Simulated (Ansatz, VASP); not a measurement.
## One calculation of TaN, two programs

INCAR

```
  PREC = Accurate
  ENCUT = 700
  EDIFF = 1E-6
  ISMEAR = 0
  SIGMA = 0.15
  LREAL = F
  LASPH = T
  NELM = 120
  ALGO = Normal
  ISIF = 2
  LWAVE = F
  LCHARG = F
  NBANDS = 16
  GGA_COMPAT = F
```

Contents of KPOINTS:

```
regular mesh
0
Gamma
  18 18 16
```

Contents of POSCAR:

```
TaN
1.0
    2.9379988584      0.0000000000      0.0000000000
   -1.4689994292      2.5443816477      0.0000000000
    0.0000000000      0.0000000000      2.8830000000
Ta N
1 1
Direct
    0.3333333333      0.6666666667      0.5000000000
    0.0000000000      0.0000000000      0.0780437045
```

Input for Ansatz:

```yaml
crystal:
  lattice:
    - [2.9379988584, 0.0, 0.0]
    - [-1.4689994292, 2.5443816477, 0.0]
    - [0.0, 0.0, 2.883]
  atoms:
    - { symbol: Ta, position: [0.3333333333, 0.6666666667, 0.5] }
    - { symbol: "N", position: [0.0, 0.0, 0.0780437045] }
basis:
  ecutwfc: 420
kpoints:
  mp_grid: { grid: [18, 18, 16] }
hamiltonian:
  xc: lda
scf:
  occupations: { method: gaussian, width: 0.15 }
output:
  forces: true
  stress: true
  eigenvalues: true
```

Change from the starting cell: all N atoms moved +0.225 Å, as atom 2 along Cartesian [0 0 1].

Alike in both runs: task single point; functional LDA; k mesh 18 × 18 × 16; occupations gaussian, width 0.15 eV; no spin polarisation.

|  | VASP | Ansatz |
| --- | --- | --- |
| version | VASP 6.6.1 | Ansatz 0.2.0 |
| potentials or method | VASP PAW LDA potentials, release 64 (Ta_sv_GW, N), cutoff 700 eV | scalar-relativistic, plane waves, PAW |
| valence electrons in the cell | 18 | 18 |

```tsv
	VASP	Ansatz	Ansatz less VASP
gap on the k mesh at the Fermi level (eV)	none	none	-
pressure (GPa)	0.1	-1.0	-1.10
traceless stress, the component that is largest in VASP (GPa)	0.32	0.33	+0.007
rms of the force components (eV/Å)	1.923	1.896	-0.0266
```

LDA's correlation is that of Perdew and Zunger in VASP and of Perdew and Wang (1992) in Ansatz. Atom by atom the forces differ by 0.027 eV/Å (rms over components). A gap of «none» marks a metal or a gap that the smearing closes.

Neither program's run includes spin-orbit coupling.
